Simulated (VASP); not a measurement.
AlP, 2 atoms in the cell. The structure is cubic, space group F-43m (No. 216). Conventional cell: a = 5.478 Å, b = 5.478 Å, c = 5.478 Å, α = 90.00°, β = 90.00°, γ = 90.00°. Al (site symmetry -43m) has 4 P at 2.37 Å within 3.1 Å. Within 3.1 Å of P (site symmetry -43m) lie 4 Al at 2.37 Å. 

```yaml
Program: VASP 6.6.1
Task: elastic constants
Functional: r2SCAN
Potentials_or_basis: VASP PAW PBE potentials, release 64 (Al, P)
Cutoff: 550 eV
k_mesh: 8 × 8 × 8
Occupations: gaussian, width 0.01 eV
Spin: no spin polarisation
Dipole_correction: no
Ions_in_elastic_constants: relaxed
Further_INCAR_settings: ALGO = Normal; EDIFF = 1e-08; IBRION = 6; POTIM = 0.015; NSW = 1; ISIF = 3
```

Potentials or basis: VASP PAW PBE potentials, release 64 (Al, P).

Run with:

```bash
$ cat potpaw_PBE.64/Al/POTCAR potpaw_PBE.64/P/POTCAR > POTCAR
$ mpirun -np 1 vasp_std > vasp.out
```

Hardware: 1 thread of Intel(R) Xeon(R) 6975P-C (Granite Rapids), with other jobs on the host.

How long does it take, and how much memory?

It took 22 min on 1 thread of Intel(R) Xeon(R) 6975P-C (Granite Rapids), with other jobs on the host, peak memory 0.25 GiB. Counts: scf iterations 251, k points 29.
